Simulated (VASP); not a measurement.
**CuO: density of states with PBE**

The system is CuO.

```
Cu O
1.0
     2.83633    0.00000    0.00000
    -1.41816    2.45633    0.00000
     0.00000    0.00000    2.76811
Cu O
1 1
Direct
  0.00000 0.00000 0.00000
  0.66667 0.33333 0.50000
```

```json
{
 "Program": "VASP 6.6.1",
 "Task": "density of states",
 "Functional": "PBE",
 "Potentials or basis": "VASP PAW PBE potentials, release 64 (Cu, O)",
 "Cutoff": "520 eV",
 "k mesh": "11 × 11 × 10",
 "Occupations": "fermi-dirac, width 0.05 eV",
 "Spin": "no spin polarisation",
 "Dipole correction": "no",
 "k mesh for the DOS": "17 × 17 × 15",
 "Occupations for the DOS": "tetrahedron",
 "Further INCAR settings": "ALGO = Normal; EDIFF = 1e-06; NBANDS = 16"
}
```

* Valence electrons inside the program's atomic spheres: Cu 9.77; O 4.90

Levels at points of the mesh, in eV from the Fermi level:
```tsv
k point	band 5	band 6	band 7	band 8	band 9	band 10	band 11	band 12	band 13	band 14
(0.00, 0.00, 0.00)	-2.58	-1.73	-1.73	-0.12	-0.12	1.11	15.19	16.70	16.70	18.68
```

It took 50 s on 1 thread of Intel(R) Xeon(R) Platinum 8259CL CPU @ 2.50GHz (Skylake/Cascade Lake), on a shared host, peak memory 0.2 GiB.

Caveat: an odd number of electrons without spin polarisation forces a metal; a magnetic or distorted state may lie lower; semilocal functionals often make such compounds metallic where correlation or magnetic order opens a gap, which also shifts bond lengths.
